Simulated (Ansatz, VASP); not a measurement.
# Se in VASP and in Ansatz

```xyz
3
Lattice="4.0415 0.0000 0.0000 -2.0208 3.5001 0.0000 0.0000 0.0000 5.1179" Properties=species:S:1:pos:R:3 pbc="T T T"
Se    1.0049    0.0000    1.7060
Se   -0.5024    0.8703    3.4119
Se    1.5183    2.6298    0.0000
```

Alike in both runs: functional PBEsol; k mesh 12 × 12 × 8; occupations gaussian, width 0.02 eV; no spin polarisation.

Ansatz relaxed the structure, and its values are those at the end. VASP's run is a single point on that final structure, the one shown.

```csv
,VASP,Ansatz
version,VASP 6.6.1,Ansatz 0.2.0
potentials or method,"VASP PAW PBE potentials, release 64 (Se), cutoff 520 eV","scalar-relativistic, plane waves, PAW"
valence electrons in the cell,18,48
```

```tsv
	VASP	Ansatz	Ansatz less VASP
gap on the k mesh at the Fermi level (eV)	0.45	0.46	+0.010
least direct gap on the mesh (eV)	0.45	0.46	+0.009
pressure (GPa)	0.2	0.0	-0.17
rms of the force components (eV/Å)	0.017	0.001	-0.0154
```

VASP's potentials were made for PBE, not for PBEsol. The functional is the same, so the differences come from potentials, cutoffs and numerics. VASP's potentials hold 18 valence electrons a cell and Ansatz's 48, so a difference there can come from the potentials and not from the codes.
